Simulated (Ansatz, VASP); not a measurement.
## WS2 in VASP and in Ansatz

File INCAR:

```
SYSTEM = WS2
PREC = Accurate
ENCUT = 520
EDIFF = 1E-6
ISMEAR = 0
SIGMA = 0.02
LREAL = .False.
LASPH = .True.
NELM = 100
ALGO = Normal
ISIF = 2
LWAVE = .False.
LCHARG = .False.
GGA = PS
NBANDS = 49
```

File KPOINTS:

```
regular mesh
0
Gamma
  2 2 1
  0 0 0
```

File POSCAR:

```
WS2
1.0
    3.1892799466     -0.0245418244      0.0094448765
   -1.6158938167      2.7543110097     -0.0025461153
    0.0846645158      0.0225267146     28.5350036133
W S
3 6
Direct
    0.6849739743      0.3556432144      0.6623338414
    0.2963177032      0.6623619500      0.8830899239
    0.3399290225      0.6730352715      0.4374114061
    0.6327730888      0.2488294943      0.9405734841
    0.7096741604      0.3845132672      0.4920804753
    0.3861498754      0.6828011494      0.7121668778
    0.6191007761      0.3198080881      0.8310202070
    0.6804408431      0.3275026004      0.3819416202
    0.3668654855      0.7075846502      0.6078080724
```

Input for Ansatz:

```yaml
crystal:
  lattice:
    - [3.1892799466, -0.0245418244, 0.0094448765]
    - [-1.6158938167, 2.7543110097, -0.0025461153]
    - [0.0846645158, 0.0225267146, 28.5350036133]
  atoms:
    - { symbol: W, position: [0.6849739743, 0.3556432144, 0.6623338414] }
    - { symbol: W, position: [0.2963177032, 0.66236195, 0.8830899239] }
    - { symbol: W, position: [0.3399290225, 0.6730352715, 0.4374114061] }
    - { symbol: S, position: [0.6327730888, 0.2488294943, 0.9405734841] }
    - { symbol: S, position: [0.7096741604, 0.3845132672, 0.4920804753] }
    - { symbol: S, position: [0.3861498754, 0.6828011494, 0.7121668778] }
    - { symbol: S, position: [0.6191007761, 0.3198080881, 0.831020207] }
    - { symbol: S, position: [0.6804408431, 0.3275026004, 0.3819416202] }
    - { symbol: S, position: [0.3668654855, 0.7075846502, 0.6078080724] }
basis:
  ecutwfc: 420
kpoints:
  mp_grid: { grid: [2, 2, 1] }
hamiltonian:
  xc: pbesol
scf:
  occupations: { method: gaussian, width: 0.02 }
output:
  forces: true
  stress: true
  eigenvalues: true
```

Change from the starting cell: kmesh displaced: [2, 2, 1] Gamma-centred.

Alike in both runs: task single point; functional PBEsol; k mesh 2 × 2 × 1; occupations gaussian, width 0.02 eV; no spin polarisation.

|  | VASP | Ansatz |
| --- | --- | --- |
| version | VASP 6.6.1 | Ansatz 0.2.0 |
| potentials or method | VASP PAW PBE potentials, release 64 (W_sv, S), cutoff 520 eV | scalar-relativistic, plane waves, PAW |
| valence electrons in the cell | 78 | 78 |

|  | VASP | Ansatz | Ansatz less VASP |
| --- | --- | --- | --- |
| gap on the k mesh at the Fermi level (eV) | 1.11 | 1.10 | -0.009 |
| least direct gap on the mesh (eV) | 1.11 | 1.10 | -0.009 |
| rms of the force components (eV/Å) | 1.706 | 1.703 | -0.0030 |

VASP's potentials were made for PBE, not for PBEsol. Atom by atom the forces differ by 0.008 eV/Å (rms over components). With one functional, cell and mesh, what is left measures potentials, basis and numerics.

The k mesh is coarse, so the values compare programs but aren't converged. Spin-orbit coupling is off throughout.
